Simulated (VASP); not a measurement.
A run of VASP 6.6.1 is set up as follows.

File INCAR:

```
  PREC = Accurate
  ENCUT = 500
  EDIFF = 1E-6
  ISMEAR = -1
  SIGMA = 0.05
  LREAL = F
  LASPH = T
  NELM = 120
  ALGO = Normal
  ISIF = 2
  LWAVE = F
  LCHARG = F
  GGA = PE
  NBANDS = 9
  GGA_COMPAT = F
```

KPOINTS

```
Automatic mesh
0
Gamma
  12 12 12
```

POSCAR

```
Se
1.0
   -1.6146123312      1.6146123312      1.6146123312
    1.6146123312     -1.6146123312      1.6146123312
    1.6146123312      1.6146123312     -1.6146123312
Se
1
Direct
    0.0000000000      0.0000000000      0.0000000000
```

Potentials or basis: VASP PAW PBE potentials, release 64 (Se).

Run with:

```bash
$ cat potpaw_PBE.64/Se/POTCAR > POTCAR
$ mpirun -np 1 vasp_std > vasp.out
```

What does it give for the pressure?

20.1 GPa.

What does it give for the band gap on the k mesh?

Zero (bands 3 and 4 overlap by 8.92 eV).

Caveat: the cell stands under pressure.
